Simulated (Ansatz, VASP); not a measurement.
# Two plane-wave programs on B

File POSCAR:

```
B
1.0
    1.8597606604      0.0000000000      0.0000000000
    0.0000000000      1.8597606604      0.0000000000
    0.0000000000      0.0000000000      1.8597606604
B
1
Direct
    0.5000000000      0.5000000000      0.5000000000
```

File INCAR.step1:

```
SYSTEM = B
PREC = Accurate ; ENCUT = 520
EDIFF = 1E-5 ; ISMEAR = -1
SIGMA = 0.05 ; LREAL = .FALSE.
LASPH = .TRUE. ; NELM = 80
ALGO = Normal ; ISIF = 2
LWAVE = .TRUE. ; LCHARG = .FALSE.
GGA = PE ; NBANDS = 8
```

The input INCAR.step2:

```
SYSTEM = B
PREC = Accurate ; ENCUT = 520
EDIFF = 1E-7 ; ISMEAR = -1
SIGMA = 0.05 ; LREAL = .FALSE.
LASPH = .TRUE. ; NELM = 80
ALGO = Normal ; ISIF = 2
LWAVE = .FALSE. ; LCHARG = .FALSE.
GGA = PE ; LHFCALC = .TRUE.
AEXX = 0.25 ; PRECFOCK = Normal
ISTART = 1 ; NBANDS = 8
```

The input KPOINTS:

```
Automatic mesh
0
G
  7 7 7
  0 0 0
```

Contents of input.yaml:

```yaml
crystal:
  lattice:
    - [1.8597606604, 0.0, 0.0]
    - [0.0, 1.8597606604, 0.0]
    - [0.0, 0.0, 1.8597606604]
  atoms:
    - { symbol: B, position: [0.5, 0.5, 0.5] }
hamiltonian:
  xc: pbe0
  pseudopotentials: { kind: paw }
kpoints:
  mp_grid: { grid: [7, 7, 7] }
scf:
  occupations: { method: fermi_dirac, width: 0.05 }
output:
  forces: true
  stress: true
  eigenvalues: true
  write_density: true
  write_potential: true
  elf: true
  volumetric_format: npy
```

Alike in both runs: task single point; functional PBE0; k mesh 7 × 7 × 7; occupations fermi-dirac, width 0.05 eV; no spin polarisation.

|  | VASP | Ansatz |
| --- | --- | --- |
| version | VASP 6.6.1 | Ansatz 0.2.0 |
| potentials or method | VASP PAW PBE potentials, release 64 (B) | Ansatz PAW |
| plane-wave cutoff (eV) | 520 | 420 |
| valence electrons in the cell | 3 | 3 |

```csv
,VASP,Ansatz,Ansatz less VASP
gap on the k mesh at the Fermi level (eV),none,none,-
pressure (GPa),5.1,5.2,+0.19
```

A gap of «none» marks a metal or a gap that the smearing closes. The functional is the same, so the differences come from potentials, cutoffs and numerics.

The k mesh is coarse, so the values compare programs but aren't converged.
